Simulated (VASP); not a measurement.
A run of VASP 6.6.1:

INCAR

```
SYSTEM = Ti
ALGO = Fast
EDIFF = 1E-7
EDIFFG = -0.001
ENCUT = 600
GGA = PE
IBRION = 2
ISIF = 3
ISMEAR = -1
LASPH = .True.
LCHARG = .False.
LREAL = .False.
LWAVE = .False.
NELM = 80
NSW = 80
PREC = Accurate
SIGMA = 0.15
```

File KPOINTS:

```
k-points
0
Gamma
  12 12 14
  0 0 0
```

The input POSCAR:

```
Ti
1.0
    4.5795363010      0.0000000000      0.0000000000
   -2.2897681505      3.9659947743      0.0000000000
    0.0000000000      0.0000000000      2.8321726474
Ti
3
Direct
    0.0000000000      0.0000000000      0.0000000000
    0.3333333333      0.6666666667      0.5000000000
    0.6666666667      0.3333333333      0.5000000000
```

Potentials or basis: VASP PAW PBE potentials, release 64 (Ti_sv).

Run with:

```bash
$ cat potpaw_PBE.64/Ti_sv/POTCAR > POTCAR
$ mpirun -np 1 vasp_std > vasp.out
```

Hardware: 1 thread of Intel(R) Xeon(R) 6975P-C (Granite Rapids) (shared host).

Question: Estimate the wall time of this run.

Answer: Wall time 14 min on 1 thread of Intel(R) Xeon(R) 6975P-C (Granite Rapids), with other jobs on the host, peak memory 0.32 GiB. Counts: scf iterations 126, k points 152, ion steps 6.
